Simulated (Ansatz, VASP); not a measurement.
One calculation of Te2MoW2S4, two programs

Contents of INCAR:

```
PREC = Accurate
ENCUT = 520
EDIFF = 1E-7
ISMEAR = 0
SIGMA = 0.05
LREAL = False
LASPH = True
NELM = 100
ALGO = Normal
ISIF = 2
LWAVE = False
LCHARG = False
GGA = CA
NBANDS = 49
```

KPOINTS

```
regular mesh
0
Gamma
  9 9 1
```

The input POSCAR:

```
Te2MoW2S4
1.0
    3.2974321046      0.0000000000      0.0000000000
   -1.6487160523      2.8556599698      0.0000000000
    0.0000000000      0.0000000000     30.5020660000
Te Mo W S
2 1 2 4
Direct
    0.3333333300      0.6666666700      0.0529170000
    0.3333333300      0.6666666700      0.1783370000
    0.0000000000      0.0000000000      0.1156140000
    0.0000000000      0.0000000000      0.5783190000
    0.3333333300      0.6666666700      0.3470200000
    0.0000000000      0.0000000000      0.3973670000
    0.3333333300      0.6666666700      0.5279300000
    0.3333333300      0.6666666700      0.6286960000
    0.0000000000      0.0000000000      0.2966420000
```

Input for Ansatz:

```yaml
crystal:
  lattice:
    - [3.2974321046, 0.0, 0.0]
    - [-1.6487160523, 2.8556599698, 0.0]
    - [0.0, 0.0, 30.502066]
  atoms:
    - { symbol: Te, position: [0.33333333, 0.66666667, 0.052917] }
    - { symbol: Te, position: [0.33333333, 0.66666667, 0.178337] }
    - { symbol: Mo, position: [0.0, 0.0, 0.115614] }
    - { symbol: W, position: [0.0, 0.0, 0.578319] }
    - { symbol: W, position: [0.33333333, 0.66666667, 0.34702] }
    - { symbol: S, position: [0.0, 0.0, 0.397367] }
    - { symbol: S, position: [0.33333333, 0.66666667, 0.52793] }
    - { symbol: S, position: [0.33333333, 0.66666667, 0.628696] }
    - { symbol: S, position: [0.0, 0.0, 0.296642] }
basis:
  ecutwfc: 500
  fft_grid_basis: typed
kpoints:
  mp_grid: { grid: [9, 9, 1] }
hamiltonian:
  xc: lda
  pseudopotentials: { kind: paw }
scf:
  occupations: { method: gaussian, width: 0.05 }
  n_extra_bands: 9
output:
  forces: true
  stress: false
  eigenvalues: true
  bader: false
  write_density: false
  volumetric_format: npy
  band_densities:
    - { e_range: [-0.25, 0.25] }
    - { e_range: [-1.2, 0.0] }
    - { e_range: [0.0, 1.2] }
    - { e_range: [-7.39, -4.91] }
    - { e_range: [-4.91, -2.46] }
    - { e_range: [-15.69, -10.52] }
  dos:
    e_range: [-30, 8]
    de: 0.02
    method: { smearing: { sigma: 0.03, scheme: gaussian } }
    projected: { site_lists: { Mo: [Mo], S: [S], Te: [Te], W: [W] } }
checkpoint:
  read: start.run
  write: ck
  compress: false
  write_wavefunctions: false
  write_every: 100000
```

Alike in both runs: task single point; functional LDA; k mesh 9 × 9 × 1; occupations gaussian, width 0.05 eV; no spin polarisation.

|  | VASP | Ansatz |
| --- | --- | --- |
| version | VASP 6.6.1 | Ansatz 0.2.0 |
| potentials or method | VASP PAW LDA potentials, release 64 (Te, Mo_sv, W_sv, S), cutoff 520 eV | scalar-relativistic, plane waves, PAW |
| valence electrons in the cell | 78 | 98 |

Ansatz gave:

| Item | Value |
| --- | --- |
| gap on the k mesh at the Fermi level (eV) | 0.09 |
| rms of the force components (eV/Å) | 0.291 |

Q: What did VASP give for the same quantities?

A: gap on the k mesh at the Fermi level (eV): 0.10; rms of the force components (eV/Å): 0.270.

LDA's correlation is that of Perdew and Zunger in VASP and of Perdew and Wang (1992) in Ansatz. Atom by atom the forces differ by 0.021 eV/Å (rms over components). VASP's potentials hold 78 valence electrons a cell and Ansatz's 98, so a difference there can come from the potentials and not from the codes.

Spin-orbit coupling is off throughout.
